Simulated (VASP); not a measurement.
# TaN (Fm-3m) in VASP: further runs

The runs below take TaN through single point, with PBE.

All numbers are computed with VASP 6.6.1; they aren't measurements. Logs are shortened: lines on timing, memory, paths and dates and some standing lists are left out, and cuts for length are marked.

## (1) The cell of the first run

The structure is cubic, space group Fm-3m (No. 225). Conventional cell: a = 4.233 Å, b = 4.233 Å, c = 4.233 Å, α = 90.00°, β = 90.00°, γ = 90.00°. Within 2.8 Å of Ta (site symmetry m-3m) lie 6 N at 2.12 Å. N (site symmetry m-3m) has 6 Ta at 2.12 Å within 2.8 Å.

## (2) Single point, PBE (volume scaled by 0.88)

INCAR

```
PREC = Accurate
ENCUT = 520
EDIFF = 1E-6
ISMEAR = 0
SIGMA = 0.1
LREAL = F
LASPH = T
NELM = 60
ALGO = Normal
ISIF = 2
LWAVE = F
LCHARG = F
GGA = PE
NBANDS = 15
```

KPOINTS

```
Automatic mesh
0
Gamma
  16 16 16
```

POSCAR

```
TaN
1.0
    0.0000000000      2.1164993036      2.1164993036
    2.1164993036      0.0000000000      2.1164993036
    2.1164993036      2.1164993036      0.0000000000
Ta N
1 1
Direct
    0.5000000000      0.5000000000      0.5000000000
    0.0000000000      0.0000000000      0.0000000000
```

Potentials or basis: VASP PAW PBE potentials, release 64 (Ta_pv, N).

Started as:

```bash
$ cat potpaw_PBE.64/Ta_pv/POTCAR potpaw_PBE.64/N/POTCAR > POTCAR
$ mpirun -np 1 vasp_std > vasp.out
```

OUTCAR:

```text
PREC = Accurate
   ENCUT = 520
   EDIFF = 1E-6
   ISMEAR = 0
   LREAL = F
   LASPH = T
   NELM = 60
   ISIF = 2
   GGA = PE

 ion  position               nearest neighbor table
   1  0.500  0.500  0.500-   2 2.12   2 2.12   2 2.12   2 2.12   2 2.12   2 2.12
   2  0.000  0.000  0.000-   1 2.12   1 2.12   1 2.12   1 2.12   1 2.12   1 2.12

  LATTYP: Found a face centered cubic cell.
 ALAT       =     4.2329986072

  Lattice vectors:

 A1 = (   0.0000000000,   2.1164993036,   2.1164993036)
 A2 = (   2.1164993036,   0.0000000000,   2.1164993036)
 A3 = (   2.1164993036,   2.1164993036,   0.0000000000)

Analysis of symmetry for initial positions (statically):
=====================================================================
 Subroutine PRICEL returns:
 Original cell was already a primitive cell.

 Routine SETGRP: Setting up the symmetry group for a
 face centered cubic supercell.

 Subroutine GETGRP returns: Found 48 space group operations
 (whereof 48 operations were pure point group operations)
 out of a pool of 48 trial point group operations.

The static configuration has the point symmetry O_h .

Analysis of symmetry for dynamics (positions and initial velocities):
=====================================================================
 Subroutine PRICEL returns:
 Original cell was already a primitive cell.

 Routine SETGRP: Setting up the symmetry group for a
 face centered cubic supercell.

 Subroutine GETGRP returns: Found 48 space group operations
 (whereof 48 operations were pure point group operations)
 out of a pool of 48 trial point group operations.

The dynamic configuration has the point symmetry O_h .

 Subroutine INISYM returns: Found 48 space group operations
 (whereof 48 operations are pure point group operations),
 and found     1 'primitive' translations

----------------------------------------------------------------------------------------

                                     Primitive cell

  volume of cell :      18.9620

  direct lattice vectors                    reciprocal lattice vectors
     0.000000000  2.116499304  2.116499304    -0.236239152  0.236239152  0.236239152
     2.116499304  0.000000000  2.116499304     0.236239152 -0.236239152  0.236239152
     2.116499304  2.116499304  0.000000000     0.236239152  0.236239152 -0.236239152

  length of vectors
     2.993182020  2.993182020  2.993182020     0.409178213  0.409178213  0.409178213

  position of ions in fractional coordinates (direct lattice)
     0.500000000  0.500000000  0.500000000
     0.000000000  0.000000000  0.000000000

  ion indices of the primitive-cell ions
   primitive index   ion index
                 1           1
                 2           2

----------------------------------------------------------------------------------------

 KPOINTS: Automatic mesh

Automatic generation of k-mesh.
 Grid dimensions read from file:
 generate k-points for:   16   16   16

 Generating k-lattice:

  Cartesian coordinates                     Fractional coordinates (reciprocal lattice)
    -0.014764947  0.014764947  0.014764947     0.062500000  0.000000000  0.000000000
     0.014764947 -0.014764947  0.014764947     0.000000000  0.062500000  0.000000000
     0.014764947  0.014764947 -0.014764947     0.000000000  0.000000000  0.062500000

  Length of vectors
     0.025573638  0.025573638  0.025573638

  Shift w.r.t. Gamma in fractional coordinates (k-lattice)
     0.000000000  0.000000000  0.000000000

 Subroutine IBZKPT returns following result:
 ===========================================

 Found    145 irreducible k-points:

 Following reciprocal coordinates:
            Coordinates               Weight
  0.000000  0.000000  0.000000      1.000000
  0.062500  0.000000  0.000000      8.000000
  0.125000  0.000000  0.000000      8.000000
  0.187500  0.000000  0.000000      8.000000
  0.250000  0.000000  0.000000      8.000000
  0.312500  0.000000  0.000000      8.000000
[... 16 lines left out ...]
 -0.125000  0.062500  0.000000     24.000000
 -0.062500  0.062500  0.000000     12.000000
 [... further k-points ...]
   k-points           NKPTS =    145   k-points in BZ     NKDIM =    145   number of bands    NBANDS=     15
   number of dos      NEDOS =    301   number of ions     NIONS =      2
   total plane-waves  NPLWV =  13824
   dimension x,y,z NGX =    24 NGY =   24 NGZ =   24
   dimension x,y,z NGXF=    48 NGYF=   48 NGZF=   48
   ions per type =               1   1
   NGX,Y,Z   is equivalent  to a cutoff of  13.33, 13.33, 13.33 a.u.
   NGXF,Y,Z  is equivalent  to a cutoff of  26.66, 26.66, 26.66 a.u.
 SYSTEM =  unknown system
   PREC   = accura    normal or accurate (medium, high low for compatibility)
   ISTART =      0    job   : 0-new  1-cont  2-samecut
   ICHARG =      2    charge: 1-file 2-atom 10-const
   ISPIN  =      1    spin polarized calculation?
   LNONCOLLINEAR =      F non collinear calculations
   LSORBIT =      F    spin-orbit coupling
   LASPH  =      T    aspherical Exc in radial PAW
   ENCUT  =  520.0 eV  38.22 Ry    6.18 a.u.   5.57  5.57  5.57*2*pi/ulx,y,z
   NELM   =     60;   NELMIN=  2; NELMDL= -5     # of ELM steps
   EDIFF  = 0.1E-05   stopping-criterion for ELM
   LREAL  =      F    real-space projection
   EDIFFG = 0.1E-04   stopping-criterion for IOM
   NSW    =      0    number of steps for IOM
   IBRION =     -1    ionic relax: 0-MD 1-quasi-New 2-CG
   NFREE  =      0    steps in history (QN), initial steepest desc. (CG)
   ISIF   =      2    stress and relaxation
   ISYM   =      2    0-nonsym 1-usesym 2-fastsym
   POTIM  = 0.5000    time-step for ionic-motion
   TEBEG  =    0.0;   TEEND  =   0.0 temperature during run
   PSTRESS=    0.0 pullay stress
   NELECT =      16.0000    total number of electrons
   NUPDOWN=      -1.0000    fix difference up-down
   EMIN   =  10.00;   EMAX   =-10.00  energy-range for DOS
   EFERMI =   0.00;   METHOD = LEGACY
   ISMEAR =     0;   SIGMA  =   0.10  broadening in eV -4-tet -1-fermi 0-gaus
   EFERMI_NEDOS =   21; number of points for ismear=-14 and -15
   IALGO  =     38    algorithm
   IMIX   =      4    mixing-type and parameters
     AMIX     =   0.40;   BMIX     =  1.00
     AMIX_MAG =   1.60;   BMIX_MAG =  1.00
  volume/ion in A,a.u.               =       9.48        63.98
  Fermi-wavevector in a.u.,A,eV,Ry     =   1.546987  2.923382 32.561043  2.393169
  Thomas-Fermi vector in A             =   2.652145
   LORBIT       =      0    0 simple, 1 ext, 2 COOP (PROOUT), +10 PAW based schemes
   GGA     = PE    functional components
   LHFCALC =     F    Hartree Fock is set to
   AEXX    =    0.0000 exact exchange contribution
   IVDW    =     0    specifies the selected vdW correction
   LEPSILON=     F    determine dielectric tensor
   LRPA    =     F    only Hartree local field effects (RPA)
 non-spin polarized calculation
 Gauss-broadening in eV      SIGMA  =   0.10
  energy-cutoff  :      520.00
  volume of cell :       18.96
 maximum number of plane-waves:       531
 NGX is ok and might be reduce to    24
   NGX = 11   NGY = 11   NGZ = 11

 number of electron      16.0000000 magnetization

 Free energy of the ion-electron system (eV)
  ---------------------------------------------------
  ext. energy  EPLUGINS =         0.00000000
  ---------------------------------------------------
  free energy    TOTEN  =       -21.40440045 eV

  energy without entropy =      -21.39936021  energy(sigma->0) =      -21.40188033

 E-fermi :  10.8862     XC(G=0): -14.0841

 val. band max:       10.8798956323   @ k =  -0.3125   0.3125   0.1250
 cond. band min:      10.8969706964   @ k =  -0.4375   0.1875   0.0000
 fundamental gap:      0.0170750642
 Fermi energy:        10.8862156579

 k-point     1 :       0.0000    0.0000    0.0000
  band No.  band energies     occupation
      1     -24.6558      2.00000
      2     -24.6558      2.00000
      3     -24.6558      2.00000
      4      -8.9293      2.00000
      5       6.7343      2.00000
      6       6.7343      2.00000
      7       6.7343      2.00000
      8       8.4436      2.00000
      9       8.4436      2.00000
     10       8.4436      2.00000
     11      10.9827      0.17241
     12      10.9827      0.17241
     13      13.4695      0.00000
     14      20.3372      0.00000
     15      23.5267      0.00000

 k-point     2 :       0.0625    0.0000    0.0000
  band No.  band energies     occupation
      1     -24.7115      2.00000
      2     -24.6603      2.00000
      3     -24.6603      2.00000
      4      -8.8088      2.00000
      5       6.1758      2.00000
      6       6.3325      2.00000
      7       6.3325      2.00000
      8       8.6285      2.00000
      9       8.6285      2.00000
     10       8.7218      2.00000
     11      11.4434      0.00000
     12      11.4434      0.00000
     13      13.7493      0.00000
     14      20.6809      0.00000
     15      23.5266      0.00000

 k-point     3 :       0.1250    0.0000    0.0000
  band No.  band energies     occupation
      1     -24.8668      2.00000
      2     -24.6732      2.00000
      3     -24.6732      2.00000
      4      -8.4626      2.00000
      5       5.0610      2.00000
      6       5.5173      2.00000
      7       5.5173      2.00000
      8       9.0524      2.00000
      9       9.0524      2.00000
     10       9.1338      2.00000
     11      12.5530      0.00000
     12      12.5530      0.00000
     13      14.4766      0.00000
     14      21.6399      0.00000
     15      23.5262      0.00000

 k-point     4 :       0.1875    0.0000    0.0000
  band No.  band energies     occupation
      1     -25.0910      2.00000
      2     -24.6925      2.00000
      3     -24.6925      2.00000
      4      -7.9328      2.00000
      5       3.8158      2.00000
      6       4.6601      2.00000
      7       4.6601      2.00000
      8       9.5412      2.00000
      9       9.6601      2.00000
     10       9.6601      2.00000
     11      13.9549      0.00000
     12      13.9549      0.00000
     13      15.4078      0.00000
     14      22.9820      0.00000
     15      23.5260      0.00000
[... 307 lines left out ...]
 k-point    22 :      -0.1875    0.0625    0.0000
  band No.  band energies     occupation
      1     -25.1832      2.00000
      2     -24.7512      2.00000
      3     -24.6821      2.00000
      4      -7.6576      2.00000
      5       3.1963      2.00000
      6       4.1035      2.00000
      7       4.6795      2.00000
      8       9.5619      2.00000
      9       9.6017      2.00000
     10      10.7264      1.97617
     11      13.4686      0.00000
     12      15.2983      0.00000
     13      16.0732      0.00000
     14      23.5202      0.00000
     15      23.6564      0.00000

 k-point    23 :      -0.1250    0.0625    0.0000
  band No.  band energies     occupation
      1     -24.9563      2.00000
      2     -24.7211      2.00000
      3     -24.6657      2.00000
      4      -8.2157      2.00000
      5       4.3434      2.00000
      6       4.8797      2.00000
      7       5.4420      2.00000
      8       8.9836      2.00000
      9       9.2575      2.00000
     10       9.9499      2.00000
     11      12.2666      0.00000
     12      13.8221      0.00000
     13      15.1051      0.00000
     14      22.3176      0.00000
     15      23.5259      0.00000

 k-point    24 :      -0.0625    0.0625    0.0000
  band No.  band energies     occupation
      1     -24.7882      2.00000
      2     -24.6893      2.00000
      3     -24.6580      2.00000
      4      -8.6155      2.00000
      5       5.4180      2.00000
      6       5.6963      2.00000
      7       6.0948      2.00000
      8       8.6431      2.00000
      9       8.9109      2.00000
     10       9.2735      2.00000
     11      11.5273      0.00000
     12      12.4753      0.00000
     13      14.2307      0.00000
     14      21.2275      0.00000
     15      23.5264      0.00000

 [... further k-points ...]
[... 5 lines left out ...]
  --------------------------------------------------------------------------------------
  -------------------------------------------------------------------------------------
  Total        6.7931407      6.7931407      6.7931407      0.0000000      0.0000000      0.0000000
  in kB      573.9800582    573.9800582    573.9800582      0.0000000      0.0000000      0.0000000
  external PRESSURE =     573.9800582 kB  Pullay stress =       0.0000000 kB

 VOLUME and BASIS-vectors are now :
 -----------------------------------------------------------------------------
  energy-cutoff  :      520.00
  volume of cell :       18.96
      direct lattice vectors                 reciprocal lattice vectors
     0.000000000  2.116499304  2.116499304    -0.236239152  0.236239152  0.236239152
     2.116499304  0.000000000  2.116499304     0.236239152 -0.236239152  0.236239152
     2.116499304  2.116499304  0.000000000     0.236239152  0.236239152 -0.236239152

 POSITION                                       TOTAL-FORCE (eV/Angst)
 -----------------------------------------------------------------------------------
      2.11650      2.11650      2.11650        -0.000000     -0.000000      0.000000
      0.00000      0.00000      0.00000         0.000000      0.000000      0.000000
 -----------------------------------------------------------------------------------
    total drift:                                0.000000     -0.000000     -0.000000

  FREE ENERGIE OF THE ION-ELECTRON SYSTEM (eV)
  ---------------------------------------------------
  free  energy   TOTEN  =       -21.4044004473 eV

  energy  without entropy=      -21.3993602126  energy(sigma->0) =      -21.40188033
```

Wall time 14 s (1 thread of Intel Xeon 6975P-C, shared host); peak memory 0.17 GiB.

What came out:

| Quantity | Value |
| --- | --- |
| Free energy | -21.4044 eV |
| Pressure | 57.4 GPa |
| Band gap on the k mesh | zero (band 8 reaches 13.18 eV, above the bottom of band 9 at 8.44 eV) |

Caveat: spin-orbit coupling is left out, which moves the levels of the heavy elements.

## (3) Single point, PBE (volume scaled by 0.91)

INCAR

```
PREC = Accurate
ENCUT = 520
EDIFF = 1E-6
ISMEAR = 0
SIGMA = 0.1
LREAL = False
LASPH = True
NELM = 80
ALGO = Normal
ISIF = 2
LWAVE = False
LCHARG = True
GGA = PE
LELF = True
LVHAR = True
NBANDS = 15
```

KPOINTS

```
regular mesh
0
Gamma
  16 16 16
```

POSCAR

```
TaN
1.0
    0.0000000000      2.1402821853      2.1402821853
    2.1402821853      0.0000000000      2.1402821853
    2.1402821853      2.1402821853      0.0000000000
Ta N
1 1
Direct
    0.5000000000      0.5000000000      0.5000000000
    0.0000000000      0.0000000000      0.0000000000
```

Potentials or basis: VASP PAW PBE potentials, release 64 (Ta_pv, N).

Started as:

```bash
$ cat potpaw_PBE.64/Ta_pv/POTCAR potpaw_PBE.64/N/POTCAR > POTCAR
$ mpirun -np 1 vasp_std > vasp.out
```

Run time: 14 s. Hardware: 1 thread of Intel Xeon 6975P-C, shared host; peak memory 0.17 GiB.

The run converged. Its results:

| Quantity | Value |
| --- | --- |
| Free energy | -21.5997 eV |
| Pressure | 39.6 GPa |
| Band gap on the k mesh | zero (band 8 reaches 12.66 eV, above the bottom of band 9 at 8.15 eV) |

Levels at points of the mesh, in eV from the Fermi level:
```tsv
k point	band 4	band 5	band 6	band 7	band 8	band 9	band 10	band 11	band 12	band 13
(0.00, 0.00, 0.00)	-19.54	-4.06	-4.06	-4.06	-2.34	-2.34	-2.34	0.09	0.09	2.26
(0.50, 0.00, 0.00)	-15.99	-11.06	-8.19	-8.19	2.17	2.17	2.27	4.11	8.44	8.44
(0.50, 0.50, 0.00)	-18.27	-6.78	-6.05	-4.82	-4.82	2.40	4.04	4.04	5.45	7.80
```

Caveat: spin-orbit coupling is left out, which moves the levels of the heavy elements.

(Continued in part 2 of 2.)
